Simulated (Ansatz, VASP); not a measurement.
## Al2Au in VASP and in Ansatz

The input INCAR:

```
  ALGO = Fast
  EDIFF = 1E-6
  ENCUT = 520
  GGA = PE
  ISIF = 2
  ISMEAR = 0
  LASPH = T
  LCHARG = T
  LELF = T
  LREAL = F
  LVHAR = T
  LWAVE = F
  NBANDS = 16
  NELM = 100
  PREC = Accurate
  SIGMA = 0.1
```

The input KPOINTS:

```
k-points
0
Gamma
  12 12 12
```

POSCAR

```
Al2Au
1.0
    0.0000000000      2.9113500000      2.9113500000
    2.9113500000      0.0000000000      2.9113500000
    2.9113500000      2.9113500000      0.0000000000
Al Au
2 1
Direct
    0.2500000000      0.2500000000      0.2500000000
    0.7500000000      0.7500000000      0.7500000000
    0.0000000000      0.0000000000      0.0000000000
```

Input for Ansatz:

```yaml
crystal:
  lattice:
    - [0.0, 2.91135, 2.91135]
    - [2.91135, 0.0, 2.91135]
    - [2.91135, 2.91135, 0.0]
  atoms:
    - { symbol: Al, position: [0.25, 0.25, 0.25] }
    - { symbol: Al, position: [0.75, 0.75, 0.75] }
    - { symbol: Au, position: [0.0, 0.0, 0.0] }
basis:
  ecutwfc: 420
kpoints:
  mp_grid: { grid: [12, 12, 12] }
hamiltonian:
  xc: pbe
scf:
  occupations: { method: gaussian, width: 0.1 }
output:
  forces: true
  stress: true
  eigenvalues: true
  populations: true
```

Alike in both runs: task single point; functional PBE; k mesh 12 × 12 × 12; occupations gaussian, width 0.1 eV; no spin polarisation.

|  | VASP | Ansatz |
| --- | --- | --- |
| version | VASP 6.6.1 | Ansatz 0.2.0 |
| potentials or method | VASP PAW PBE potentials, release 64 (Al, Au), cutoff 520 eV | scalar-relativistic, plane waves, PAW |
| valence electrons in the cell | 17 | 25 |

```csv
,VASP,Ansatz,Ansatz less VASP
gap on the k mesh at the Fermi level (eV),none,none,-
pressure (GPa),16.4,16.8,+0.37
```

A gap of «none» marks a metal or a gap that the smearing closes. VASP's potentials hold 17 valence electrons a cell and Ansatz's 25, so a difference there can come from the potentials and not from the codes.

Spin-orbit coupling is off throughout.
